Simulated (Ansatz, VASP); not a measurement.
PbS in VASP and in Ansatz

```
CELL_PARAMETERS angstrom
0.00000 2.81675 3.03912
2.81675 0.00000 3.03912
2.81675 2.81675 0.00000
ATOMIC_POSITIONS crystal
Pb 0.00000 0.00000 0.00000
S 0.50000 0.50000 0.50000
```

Change from the starting cell: strain -0.050 along x and y, +0.025 along z, atoms carried along.

Alike in both runs: task single point; functional r2SCAN; k mesh 8 × 8 × 8; occupations gaussian, width 0.05 eV; no spin polarisation.

```csv
,VASP,Ansatz
version,VASP 6.6.1,Ansatz 0.2.0
potentials or method,"VASP PAW PBE potentials, release 64 (Pb_d, S), cutoff 550 eV","scalar-relativistic, plane waves, PAW"
valence electrons in the cell,20,20
```

```csv
,VASP,Ansatz,Ansatz less VASP
gap on the k mesh at the Fermi level (eV),0.09,0.08,-0.012
least direct gap on the mesh (eV),0.09,0.08,-0.012
pressure (GPa),8.3,8.3,-0.02
"traceless stress, the component that is largest in VASP (GPa)",-8.58,-8.54,+0.039
```

VASP's potentials were made for PBE, not for r2SCAN. With one functional, cell and mesh, what is left measures potentials, basis and numerics.

Spin-orbit coupling is off throughout.
